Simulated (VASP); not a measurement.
# MgS (P1) in VASP: relaxation of cell and atoms with PBE

Aim: the relaxation of cell and atoms of MgS with PBE.

All numbers are computed with VASP 6.6.1; they aren't measurements. Logs are shortened: lines on timing, memory, paths and dates and some standing lists are left out, and cuts for length are marked.

**1. The cell of the first run**

The typed cell holds 16 atoms: a = 6.771 Å, b = 6.953 Å, c = 7.095 Å, α = 88.01°, β = 90.92°, γ = 91.27°.

**2. Relaxation of cell and atoms, PBE**

INCAR reads:

```
  ALGO = Normal
  EDIFF = 1E-6
  EDIFFG = -0.025
  ENCUT = 600
  GGA = PE
  IBRION = 2
  ISIF = 3
  ISMEAR = 0
  LASPH = T
  LCHARG = F
  LREAL = Auto
  LWAVE = F
  NELM = 60
  NSW = 80
  PREC = Accurate
  SIGMA = 0.1
```

KPOINTS reads:

```
k-points
0
Gamma
  2 2 2
```

POSCAR reads:

```
MgS
1.0
    6.7704121065     -0.0752641906     -0.0546793431
   -0.0752641906      6.9514144617      0.1219222378
   -0.0546793431      0.1219222378      7.0935934038
Mg S
8 8
Direct
    0.8864751485      0.6636250216      0.3448067379
    0.1403638652      0.3276023355      0.6630142870
    0.3731197228      0.6550660567      0.1647475908
    0.8455976155      0.8534106315      0.8518359330
    0.6433347690      0.1532892023      0.3326361901
    0.6500329574      0.3204552943      0.8076426451
    0.1621080525      0.1662081676      0.1587629771
    0.3027094286      0.8529005618      0.6552706809
    0.1532971922      0.8635880479      0.3665282643
    0.6285529817      0.6505514971      0.6665994518
    0.8606050824      0.3664997042      0.1302337422
    0.3456337056      0.1226273156      0.8588475187
    0.6365299060      0.8494084436      0.1534324713
    0.8484873513      0.1484840018      0.6568284151
    0.3785378481      0.3409744154      0.3513543098
    0.1446143732      0.6653093032      0.8374587849
```

Potentials or basis: VASP PAW PBE potentials, release 64 (Mg, S).

Run with:

```bash
$ cat potpaw_PBE.64/Mg/POTCAR potpaw_PBE.64/S/POTCAR > POTCAR
$ mpirun -np 1 vasp_std > vasp.out
```

OUTCAR:

```text
EDIFF = 1E-6
   EDIFFG = -0.025
   ENCUT = 600
   GGA = PE
   IBRION = 2
   ISIF = 3
   ISMEAR = 0
   LASPH = T
   LREAL = Auto
   NELM = 60
   NSW = 80
   PREC = Accurate

 ion  position               nearest neighbor table
   1  0.886  0.664  0.345-   9 2.26  13 2.51  11 2.61  10 2.89   3 3.56   2 3.63
   2  0.140  0.328  0.663-  14 2.31  12 2.40  16 2.69  15 2.76   6 3.49   8 3.50   6 3.59   1 3.63
                             7 3.66
   3  0.373  0.655  0.165-  13 2.21  15 2.51   9 2.58  16 2.77   1 3.56
   4  0.846  0.853  0.852-  10 2.42  14 2.43  16 2.44  13 2.58   8 3.42   6 3.54
   5  0.643  0.153  0.333-  15 2.25  11 2.50  13 2.50  14 2.67   7 3.47   6 3.60
   6  0.650  0.320  0.808-  14 2.14  12 2.48  10 2.48  11 2.70   2 3.49   4 3.54   2 3.59   5 3.60

   7  0.162  0.166  0.159-  15 2.34  11 2.50  12 2.51   9 2.53   5 3.47   2 3.66
   8  0.303  0.853  0.655-  16 2.09   9 2.27  12 2.42  10 2.64   4 3.42   2 3.50
   9  0.153  0.864  0.367-   1 2.26   8 2.27   7 2.53   3 2.58
  10  0.629  0.651  0.667-   4 2.42   6 2.48   8 2.64   1 2.89
  11  0.861  0.366  0.130-   7 2.50   5 2.50   1 2.61   6 2.70
  12  0.346  0.123  0.859-   2 2.40   8 2.42   6 2.48   7 2.51
  13  0.637  0.849  0.153-   3 2.21   5 2.50   1 2.51   4 2.58
  14  0.848  0.148  0.657-   6 2.14   2 2.31   4 2.43   5 2.67
  15  0.379  0.341  0.351-   5 2.25   7 2.34   3 2.51   2 2.76
  16  0.145  0.665  0.837-   8 2.09   4 2.44   2 2.69   3 2.77

  LATTYP: Found a triclinic cell.
 ALAT       =     9.7288002691
 B/A-ratio  =     0.6959800831
 C/A-ratio  =     1.0031489499
 COS(alpha) =     0.0041188098
 COS(beta)  =     0.5149428216
 COS(gamma) =     0.6843328671

  Lattice vectors:

 A1 = (  -6.7157327634,  -0.0466580472,  -7.0389140607)
 A2 = (  -6.7704121065,   0.0752641906,   0.0546793431)
 A3 = (  -0.0205848475,   6.8294922239,  -6.9716711660)

Analysis of symmetry for initial positions (statically):
=====================================================================
 Subroutine PRICEL returns:
 Original cell was already a primitive cell.

 Routine SETGRP: Setting up the symmetry group for a
 triclinic supercell.

 Subroutine GETGRP returns: Found  1 space group operations
 (whereof  1 operations were pure point group operations)
 out of a pool of  2 trial point group operations.

The static configuration has the point symmetry C_1 .

Analysis of symmetry for dynamics (positions and initial velocities):
=====================================================================
 Subroutine PRICEL returns:
 Original cell was already a primitive cell.

 Routine SETGRP: Setting up the symmetry group for a
 triclinic supercell.

 Subroutine GETGRP returns: Found  1 space group operations
 (whereof  1 operations were pure point group operations)
 out of a pool of  2 trial point group operations.

The dynamic configuration has the point symmetry C_1 .

 Subroutine INISYM returns: Found  1 space group operations
 (whereof  1 operations are pure point group operations),
 and found     1 'primitive' translations

----------------------------------------------------------------------------------------

                                     Primitive cell

  volume of cell :     333.6919

  direct lattice vectors                    reciprocal lattice vectors
     6.770412107 -0.075264191 -0.054679343     0.147728038  0.001579981  0.001111572
    -0.075264191  6.951414462  0.121922238     0.001579981  0.143915892 -0.002461398
    -0.054679343  0.121922238  7.093593404     0.001111572 -0.002461398  0.141023149

  length of vectors
     6.771051220  6.952890963  7.094851812     0.147740668  0.143945611  0.141049008

  position of ions in fractional coordinates (direct lattice)
     0.886475148  0.663625022  0.344806738
     0.140363865  0.327602336  0.663014287
     0.373119723  0.655066057  0.164747591
     0.845597615  0.853410631  0.851835933
     0.643334769  0.153289202  0.332636190
     0.650032957  0.320455294  0.807642645
[... 8 lines left out ...]
     0.378537848  0.340974415  0.351354310
     0.144614373  0.665309303  0.837458785

  ion indices of the primitive-cell ions
   primitive index   ion index
                 1           1
                 2           2
                 3           3
                 4           4
                 5           5
                 6           6
[... 8 lines left out ...]
                15          15
                16          16

----------------------------------------------------------------------------------------

 KPOINTS: k-points

Automatic generation of k-mesh.
 Grid dimensions read from file:
 generate k-points for:    2    2    2

 Generating k-lattice:

  Cartesian coordinates                     Fractional coordinates (reciprocal lattice)
     0.073864019  0.000789991  0.000555786     0.500000000  0.000000000  0.000000000
     0.000789991  0.071957946 -0.001230699    -0.000000000  0.500000000  0.000000000
     0.000555786 -0.001230699  0.070511574     0.000000000  0.000000000  0.500000000

  Length of vectors
     0.073870334  0.071972805  0.070524504

  Shift w.r.t. Gamma in fractional coordinates (k-lattice)
     0.000000000  0.000000000  0.000000000

 Subroutine IBZKPT returns following result:
 ===========================================

 Found      8 irreducible k-points:

 Following reciprocal coordinates:
            Coordinates               Weight
  0.000000  0.000000  0.000000      1.000000
  0.500000  0.000000 -0.000000      1.000000
  0.000000  0.500000  0.000000      1.000000
  0.500000  0.500000  0.000000      1.000000
  0.000000  0.000000  0.500000      1.000000
  0.500000 -0.000000  0.500000      1.000000
  0.000000  0.500000  0.500000      1.000000
  0.500000  0.500000  0.500000      1.000000
   k-points           NKPTS =      8   k-points in BZ     NKDIM =      8   number of bands    NBANDS=     41
   number of dos      NEDOS =    301   number of ions     NIONS =     16
   total plane-waves  NPLWV = 181440
   dimension x,y,z NGX =    54 NGY =   56 NGZ =   60
   dimension x,y,z NGXF=   108 NGYF=  112 NGZF=  120
   ions per type =               8   8
   NGX,Y,Z   is equivalent  to a cutoff of  13.26, 13.39, 14.06 a.u.
   NGXF,Y,Z  is equivalent  to a cutoff of  26.52, 26.78, 28.12 a.u.
 SYSTEM =  unknown system
   PREC   = accura    normal or accurate (medium, high low for compatibility)
   ISTART =      0    job   : 0-new  1-cont  2-samecut
   ICHARG =      2    charge: 1-file 2-atom 10-const
   ISPIN  =      1    spin polarized calculation?
   LNONCOLLINEAR =      F non collinear calculations
   LSORBIT =      F    spin-orbit coupling
   LASPH  =      T    aspherical Exc in radial PAW
   ENCUT  =  600.0 eV  44.10 Ry    6.64 a.u.  13.52 13.89 14.17*2*pi/ulx,y,z
   NELM   =     60;   NELMIN=  2; NELMDL= -5     # of ELM steps
   EDIFF  = 0.1E-05   stopping-criterion for ELM
   LREAL  =      T    real-space projection
   EDIFFG = -.3E-01   stopping-criterion for IOM
   NSW    =     80    number of steps for IOM
   IBRION =      2    ionic relax: 0-MD 1-quasi-New 2-CG
   NFREE  =      1    steps in history (QN), initial steepest desc. (CG)
   ISIF   =      3    stress and relaxation
   ISYM   =      2    0-nonsym 1-usesym 2-fastsym
   POTIM  = 0.5000    time-step for ionic-motion
   TEBEG  =    0.0;   TEEND  =   0.0 temperature during run
   PSTRESS=    0.0 pullay stress
   NELECT =      64.0000    total number of electrons
   NUPDOWN=      -1.0000    fix difference up-down
   EMIN   =  10.00;   EMAX   =-10.00  energy-range for DOS
   EFERMI =   0.00;   METHOD = LEGACY
   ISMEAR =     0;   SIGMA  =   0.10  broadening in eV -4-tet -1-fermi 0-gaus
   EFERMI_NEDOS =   21; number of points for ismear=-14 and -15
   IALGO  =     38    algorithm
   IMIX   =      4    mixing-type and parameters
     AMIX     =   0.40;   BMIX     =  1.00
     AMIX_MAG =   1.60;   BMIX_MAG =  1.00
  volume/ion in A,a.u.               =      20.86       140.74
  Fermi-wavevector in a.u.,A,eV,Ry     =   0.944104  1.784097 12.127301  0.891331
  Thomas-Fermi vector in A             =   2.071876
   LORBIT       =      0    0 simple, 1 ext, 2 COOP (PROOUT), +10 PAW based schemes
   GGA     = PE    functional components
   LHFCALC =     F    Hartree Fock is set to
   AEXX    =    0.0000 exact exchange contribution
   IVDW    =     0    specifies the selected vdW correction
   LEPSILON=     F    determine dielectric tensor
   LRPA    =     F    only Hartree local field effects (RPA)
 conjugate gradient relaxation of ions
 non-spin polarized calculation
 Gauss-broadening in eV      SIGMA  =   0.10
  energy-cutoff  :      600.00
  volume of cell :      333.69
 maximum number of plane-waves:     11160
   NGX = 27   NGY = 27   NGZ = 29

--------------------------------------- Ionic step        1  -------------------------------------------

 number of electron      64.0000000 magnetization

 Free energy of the ion-electron system (eV)
  ---------------------------------------------------
  ext. energy  EPLUGINS =         0.00000000
  ---------------------------------------------------
  free energy    TOTEN  =       -63.39800494 eV

  energy without entropy =      -63.39800494  energy(sigma->0) =      -63.39800494

------------------------ aborting loop because EDIFF is reached ----------------------------------------

  FORCE on cell =-STRESS in cart. coord.  units (eV):
  Direction    XX          YY          ZZ          XY          YZ          ZX
  --------------------------------------------------------------------------------------
  -------------------------------------------------------------------------------------
  Total       14.4841997      8.7281276      3.0438452      4.5964908     -2.1911655     -1.7634404
  in kB       69.5439704     41.9069509     14.6146202     22.0694430    -10.5205917     -8.4669258
  external PRESSURE =      42.0218472 kB  Pullay stress =       0.0000000 kB
[... 131 lines left out ...]
  FREE ENERGIE OF THE ION-ELECTRON SYSTEM (eV)
  ---------------------------------------------------
  free  energy   TOTEN  =       -65.1300798093 eV

  energy  without entropy=      -65.1300798093  energy(sigma->0) =      -65.13007981

[... ionic steps 4 to 17 ...]

--------------------------------------- Ionic step       18  -------------------------------------------

 number of electron      64.0000006 magnetization

------------------------ aborting loop because EDIFF is reached ----------------------------------------

  FORCE on cell =-STRESS in cart. coord.  units (eV):
  Direction    XX          YY          ZZ          XY          YZ          ZX
  --------------------------------------------------------------------------------------
  -------------------------------------------------------------------------------------
  Total        0.0350097     -0.0409610      0.0093544     -0.0126695     -0.0236057     -0.0144589
  in kB        0.1651602     -0.1932360      0.0441300     -0.0597691     -0.1113611     -0.0682106
  external PRESSURE =       0.0053514 kB  Pullay stress =       0.0000000 kB
[... 85 lines left out ...]
  energy  without entropy=      -65.8456915170  energy(sigma->0) =      -65.84569152

--------------------------------------- Ionic step       20  -------------------------------------------

 number of electron      64.0000007 magnetization

 Free energy of the ion-electron system (eV)
  ---------------------------------------------------
  ext. energy  EPLUGINS =         0.00000000
  ---------------------------------------------------
  free energy    TOTEN  =       -65.84627326 eV

  energy without entropy =      -65.84627326  energy(sigma->0) =      -65.84627326

 E-fermi :   2.5489     XC(G=0):  -8.7791

 val. band max:        2.0514153297   @ k =   0.0000   0.0000   0.0000
 cond. band min:       4.5115399524   @ k =   0.0000   0.0000   0.0000
 fundamental gap:      2.4601246227
 Fermi energy:         2.5488770947

 k-point     1 :       0.0000    0.0000    0.0000
  band No.  band energies     occupation
      1      -9.7518      2.00000
      2      -8.9041      2.00000
      3      -8.9002      2.00000
      4      -8.8981      2.00000
      5      -8.8038      2.00000
      6      -8.8011      2.00000
[... 384 lines left out ...]
  FREE ENERGIE OF THE ION-ELECTRON SYSTEM (eV)
  ---------------------------------------------------
  free  energy   TOTEN  =       -65.8462732557 eV

  energy  without entropy=      -65.8462732557  energy(sigma->0) =      -65.84627326

 reached required accuracy - stopping structural energy minimisation
```

Run time: 79 min. Hardware: 1 thread of Intel Xeon 8259CL, shared host; peak memory 0.51 GiB.

Results:

```yaml
Free_energy: -65.8463 eV
Relaxed_volume: 21.23 Å³/atom
Relaxed_cell: a = 6.978 Å, b = 6.982 Å, c = 6.974 Å, α = 89.96°, β = 90.02°, γ = 89.97°
Space_group_after_relaxing_to_0.1_Å: Pa-3 (No. 205)
Energy_gained_by_relaxing: 153.0 meV/atom
Ionic_steps: 20
Pressure_after_relaxing: 0.0 GPa
Largest_force_after_relaxing: 0.021 eV/Å
Band_gap_on_the_k_mesh: 2.46 eV
```

Forces in eV/Å, atoms in the order of the input:
```
Mg  -0.004  0.000  0.007
Mg   0.007  0.005 -0.019
Mg  -0.005  0.008 -0.011
Mg  -0.017  0.004  0.003
Mg   0.009  0.000 -0.001
Mg   0.000 -0.006  0.003
Mg   0.012 -0.004  0.003
Mg  -0.010 -0.011 -0.003
S    0.002 -0.008  0.005
S   -0.008  0.007  0.000
S    0.007 -0.003  0.016
S    0.000  0.004  0.004
S    0.006 -0.005 -0.001
S   -0.008  0.005 -0.006
S    0.004 -0.006 -0.001
S    0.007  0.011  0.000
```

Step by step:
| step | energy change (eV) | largest force (eV/Å) | pressure (GPa) | volume (Å³) |
| --- | --- | --- | --- | --- |
| 1 | 0.0000 | 4.1529 | 4.20 | 333.69 |
| 2 | -1.7115 | 1.1826 | -3.04 | 360.62 |
| 3 | -1.7321 | 1.1564 | -2.42 | 357.03 |
| 4 | -2.1434 | 0.6968 | -0.49 | 343.57 |
| 5 | -2.2121 | 0.5941 | 0.94 | 335.79 |
| 6 | -2.3134 | 0.4398 | 0.26 | 338.66 |
| 7 | -2.3378 | 0.4035 | -0.18 | 340.88 |
| 8 | -2.3856 | 0.2481 | -0.15 | 340.41 |
| 9 | -2.4039 | 0.2217 | -0.08 | 339.88 |
| 10 | -2.4219 | 0.1416 | 0.09 | 338.90 |
| 11 | -2.4271 | 0.1478 | 0.27 | 337.99 |
| 12 | -2.4382 | 0.1168 | -0.18 | 340.37 |
| 13 | -2.4385 | 0.1138 | -0.26 | 340.84 |
| 14 | -2.4444 | 0.0676 | 0.10 | 339.09 |
| 15 | -2.4445 | 0.0604 | 0.08 | 339.21 |
| 16 | -2.4464 | 0.0402 | -0.01 | 339.67 |
| 17 | -2.4465 | 0.0439 | -0.03 | 339.77 |
| 18 | -2.4474 | 0.0276 | 0.00 | 339.62 |
| 19 | -2.4477 | 0.0320 | 0.02 | 339.47 |
| 20 | -2.4483 | 0.0209 | -0.03 | 339.74 |

Final structure:
```cif
data_structure
_symmetry_space_group_name_H-M 'P 1'
_symmetry_Int_Tables_number 1
_cell_length_a 6.9776
_cell_length_b 6.9818
_cell_length_c 6.9739
_cell_angle_alpha 89.960
_cell_angle_beta 90.020
_cell_angle_gamma 89.975
_cell_volume 339.74
loop_
_atom_site_label
_atom_site_type_symbol
_atom_site_fract_x
_atom_site_fract_y
_atom_site_fract_z
_atom_site_occupancy
Mg1 Mg 0.84291 0.65874 0.34066 1
Mg2 Mg 0.15701 0.34116 0.65960 1
Mg3 Mg 0.34294 0.65843 0.15955 1
Mg4 Mg 0.84333 0.84088 0.84122 1
Mg5 Mg 0.65707 0.15864 0.34116 1
Mg6 Mg 0.65716 0.34148 0.84055 1
Mg7 Mg 0.15676 0.15912 0.15862 1
Mg8 Mg 0.34293 0.84162 0.65894 1
S1 S 0.14325 0.85805 0.35768 1
S2 S 0.64376 0.64236 0.64177 1
S3 S 0.85603 0.35791 0.14160 1
S4 S 0.35682 0.14208 0.85808 1
S5 S 0.64317 0.85794 0.14192 1
S6 S 0.85688 0.14201 0.64227 1
S7 S 0.35621 0.35760 0.35830 1
S8 S 0.14377 0.64197 0.85809 1
```

Caveat: the k points lie up to 0.45 Å⁻¹ apart in the final cell.
